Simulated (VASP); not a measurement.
# NiO (R-3m) in VASP: notebook, part 2 of 2

VASP 6.6.1. Earlier steps stand in the parts before.

### 3 Electric field gradients, PBE+U, collinear spin, antiferromagnetic start

This run uses another cell than the first one, of 9.60 Å³/atom.

INCAR reads:

```
SYSTEM = NiO
PREC = Accurate
ENCUT = 520
EDIFF = 1E-8
ISMEAR = 0
SIGMA = 0.05
LREAL = .FALSE.
LASPH = .TRUE.
NELM = 200
ALGO = Normal
ISIF = 2
LWAVE = .FALSE.
LCHARG = .FALSE.
ISPIN = 2
MAGMOM = 1.85 -1.85 0 0
LORBIT = 11
LMAXMIX = 4
LDAU = .TRUE.
LDAUTYPE = 2
LDAUL = 2 -1
LDAUU = 6.2 0
LDAUJ = 0 0
LDAUPRINT = 1
GGA = PE
LEFG = .TRUE.
NBANDS = 28
GGA_COMPAT = .FALSE.
```

KPOINTS reads:

```
Automatic mesh
0
G
  10 10 10
  0 0 0
```

POSCAR reads:

```
NiO
1.0
   -2.1228604646     -2.1228604646      4.2491414853
   -4.2491414853     -2.1228604646      2.1228604646
   -2.1228604646     -4.2491414853      2.1228604646
Ni O
2 2
Direct
    0.0000000000      0.0000000000      0.0000000000
    0.5000000000      0.5000000000      0.5000000000
    1.2500000005     -0.7499999995     -0.7499999995
    1.7499999995     -0.2500000005     -0.2500000005
```

Potentials or basis: VASP PAW PBE potentials, release 64 (Ni, O).

On the command line:

```bash
$ cat potpaw_PBE.64/Ni/POTCAR potpaw_PBE.64/O/POTCAR > POTCAR
$ mpirun -np 1 vasp_std > vasp.out
```

OUTCAR:

```text
SYSTEM = NiO
   PREC = Accurate
   ENCUT = 520
   EDIFF = 1E-8
   ISMEAR = 0
   LREAL = .FALSE.
   LASPH = .TRUE.
   NELM = 200
   ISIF = 2
   ISPIN = 2
   LORBIT = 11
   GGA = PE

 ion  position               nearest neighbor table
   1  0.000  0.000  0.000-   4 2.13   3 2.13   4 2.13   3 2.13   4 2.13   3 2.13   2 3.00   2 3.00
                             2 3.00   2 3.00   2 3.00   2 3.00
   2  0.500  0.500  0.500-   3 2.13   3 2.13   3 2.13   4 2.13   4 2.13   4 2.13   1 3.00   1 3.00
                             1 3.00   1 3.00   1 3.00   1 3.00
   3  0.250  0.250  0.250-   1 2.13   1 2.13   1 2.13   2 2.13   2 2.13   2 2.13
   4  0.750  0.750  0.750-   1 2.13   1 2.13   1 2.13   2 2.13   2 2.13   2 2.13

  LATTYP: Found a trigonal (rhomboedric) cell.
 ALAT       =     5.2027181806
 COS(alpha) =     0.8329752918

  Lattice vectors:

 A1 = (  -2.1228604646,  -2.1228604646,   4.2491414853)
 A2 = (  -4.2491414853,  -2.1228604646,   2.1228604646)
 A3 = (  -2.1228604646,  -4.2491414853,   2.1228604646)

Analysis of symmetry for initial positions (statically):
=====================================================================
 Subroutine PRICEL returns following result:

  LATTYP: Found a trigonal (rhomboedric) cell.
 ALAT       =     3.0045972452
 COS(alpha) =     0.4991948389
[... 12 lines left out ...]
 Subroutine GETGRP returns: Found 12 space group operations
 (whereof 12 operations were pure point group operations)
 out of a pool of 12 trial point group operations.

The static configuration has the point symmetry D_3d.

Analysis of symmetry for dynamics (positions and initial velocities):
=====================================================================
 Subroutine PRICEL returns following result:

  LATTYP: Found a trigonal (rhomboedric) cell.
 ALAT       =     3.0045972452
 COS(alpha) =     0.4991948389
[... 12 lines left out ...]
 Subroutine GETGRP returns: Found 12 space group operations
 (whereof 12 operations were pure point group operations)
 out of a pool of 12 trial point group operations.
[... 1766 lines left out ...]
    -2.122860465 -4.249141485  2.122860465     0.117528837 -0.352775883 -0.117528837

 POSITION                                       TOTAL-FORCE (eV/Angst)
 -----------------------------------------------------------------------------------
      0.00000      0.00000      0.00000        -0.000000     -0.000000     -0.000000
     -4.24743     -4.24743      4.24743        -0.000000     -0.000000     -0.000000
     -2.12372     -2.12372      2.12372         0.000000      0.000000      0.000000
     -6.37115     -6.37115      6.37115         0.000000     -0.000000     -0.000000
 -----------------------------------------------------------------------------------
    total drift:                               -0.000000     -0.000000      0.000000

  FREE ENERGIE OF THE ION-ELECTRON SYSTEM (eV)
  ---------------------------------------------------
  free  energy   TOTEN  =       -20.4340134393 eV

  energy  without entropy=      -20.4340134393  energy(sigma->0) =      -20.43401344

 Electric field gradients (V/A^2)
---------------------------------------------------------------------
 ion       V_xx      V_yy      V_zz      V_xy      V_xz      V_yz
---------------------------------------------------------------------
   1       0.000     0.000     0.000    -0.034     0.034     0.034
   2       0.000    -0.000     0.000    -0.034     0.034     0.034
   3       0.000    -0.000    -0.000    -0.679     0.679     0.679
   4      -0.000    -0.000     0.000    -0.679     0.679     0.679
---------------------------------------------------------------------

 Electric field gradients after diagonalization (V/A^2)
 (convention: |V_zz| > |V_xx| > |V_yy|)
----------------------------------------------------------------------
 ion       V_xx      V_yy      V_zz     asymmetry (V_yy - V_xx)/ V_zz
----------------------------------------------------------------------
   1       0.034     0.034    -0.067       0.000
   2       0.034     0.034    -0.067       0.000
   3       0.679     0.679    -1.357       0.000
   4       0.679     0.679    -1.357       0.000
----------------------------------------------------------------------

           NMR quadrupolar parameters

 Cq : quadrupolar parameter    Cq=e*Q*V_zz/h
 eta: asymmetry parameters     (V_yy - V_xx)/ V_zz
 Q  : nuclear electric quadrupole moment in mb (millibarn)
----------------------------------------------------------------------
 ion       Cq(MHz)       eta       Q (mb)
----------------------------------------------------------------------
   1      -0.000       0.000       1.000
   2      -0.000       0.000       1.000
   3      -0.003       0.000       1.000
   4      -0.003       0.000       1.000
----------------------------------------------------------------------

 total charge

# of ion       s       p       d       tot
------------------------------------------
    1        0.327   0.384   8.199   8.909
    2        0.327   0.384   8.199   8.909
    3        1.550   3.446   0.000   4.996
    4        1.550   3.446   0.000   4.996
--------------------------------------------------
tot          3.754   7.659  16.397  27.810

 magnetization (x)

# of ion       s       p       d       tot
------------------------------------------
    1       -0.001  -0.004   1.764   1.759
    2        0.001   0.004  -1.764  -1.759
    3        0.000   0.000   0.000   0.000
    4        0.000   0.000   0.000   0.000
--------------------------------------------------
tot          0.000   0.000   0.000   0.000
```

OSZICAR:

```text
N       E                     dE             d eps       ncg     rms          rms(c)
DAV:   1     0.261217432412E+03    0.26122E+03   -0.14716E+04 13544   0.151E+03
DAV:   2     0.923831053494E+01   -0.25198E+03   -0.22499E+03 13268   0.335E+02
[... 13 lines left out ...]
DAV:  16    -0.204340122107E+02   -0.40936E-05   -0.51802E-06 18388   0.533E-02    0.478E-03
DAV:  17    -0.204340131347E+02   -0.92397E-06   -0.26190E-06 19988   0.248E-02    0.534E-03
DAV:  18    -0.204340132966E+02   -0.16188E-06   -0.36107E-07 13768   0.561E-03    0.252E-03
DAV:  19    -0.204340133936E+02   -0.97009E-07   -0.40997E-08 15108   0.630E-03    0.145E-03
DAV:  20    -0.204340134449E+02   -0.51360E-07   -0.20076E-08 12684   0.306E-03    0.310E-04
DAV:  21    -0.204340134393E+02    0.56757E-08   -0.92594E-09  8236   0.129E-03
   1 F= -.20434013E+02 E0= -.20434013E+02  d E =-.107042E-18  mag=     0.0000
```

Wall time 7 min (1 thread of Intel Xeon 6975P-C (Granite Rapids), shared host); peak memory 0.41 GiB.

What came out:

| Property | Result |
| --- | --- |
| Free energy | -20.4340 eV |
| Pressure | -8.0 GPa |
| Band gap on the k mesh | 3.04 eV |
| Net moment | 0.00 μB per cell |
| Site moments | Ni +1.76, -1.76; O +0.00 μB |
| Largest electric field gradient by atom | Ni -0.1; O -1.4 V/Å² |
| Valence electrons inside the program's atomic spheres | Ni 8.91; O 5.00 |

Electric field gradients, principal values (V/Å²):
| atom | least | middle | greatest (by size) |
| --- | --- | --- | --- |
| 1 Ni | 0.034 | 0.034 | -0.067 |
| 2 Ni | 0.034 | 0.034 | -0.067 |
| 3 O | 0.679 | 0.679 | -1.357 |
| 4 O | 0.679 | 0.679 | -1.357 |

Eigenvalues of the final occupation matrices:
| site | spin | trace | eigenvalues |
| --- | --- | --- | --- |
| site 1 d | 1 | 4.99 | 0.98 0.98 0.98 1.02 1.02 |
| site 1 d | 2 | 3.23 | 0.14 0.14 0.98 0.98 0.98 |
| site 2 d | 1 | 3.23 | 0.14 0.14 0.98 0.98 0.98 |
| site 2 d | 2 | 4.99 | 0.98 0.98 0.98 1.02 1.02 |

Caveat: the cell stands under tension; without QUAD_EFG the Cq values of the log hold for a quadrupole moment of 1 mb, not for the nuclei. A k mesh can miss the band edges.
